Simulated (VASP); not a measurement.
A run of VASP 6.6.1 is set up as follows.

INCAR

```
SYSTEM = Sr3Ag
PREC = Accurate ; ENCUT = 520
EDIFF = 1E-7 ; ISMEAR = -1
SIGMA = 0.05 ; LREAL = .FALSE.
LASPH = .TRUE. ; NELM = 100
ALGO = Fast ; ISIF = 2
LWAVE = .FALSE. ; LCHARG = .FALSE.
GGA = PE ; NBANDS = 28
```

KPOINTS

```
Automatic mesh
0
G
  5 5 5
  0 0 0
```

The input POSCAR:

```
Sr3Ag
1.0
    5.4166648895      0.0000000000      0.0000000000
    0.0000000000      5.4166648895      0.0000000000
    0.0000000000      0.0000000000      5.4166648895
Ag Sr
1 3
Direct
    0.0000000000      0.0000000000      0.0000000000
    0.5000000000      0.5000000000      0.0000000000
    0.5000000000      0.0000000000      0.5000000000
    0.0000000000      0.5000000000      0.5000000000
```

Potentials or basis: VASP PAW PBE potentials, release 64 (Ag, Sr_sv).

The run is started by

```sh
$ cat potpaw_PBE.64/Ag/POTCAR potpaw_PBE.64/Sr_sv/POTCAR > POTCAR
$ mpirun -np 1 vasp_std > vasp.out
```

**Question.** Predict the pressure.

**Answer.** 0.7 GPa.

**Question.** Predict the band gap on the k mesh.

**Answer.** Zero (an odd number of electrons rules out a gap without spin polarisation).
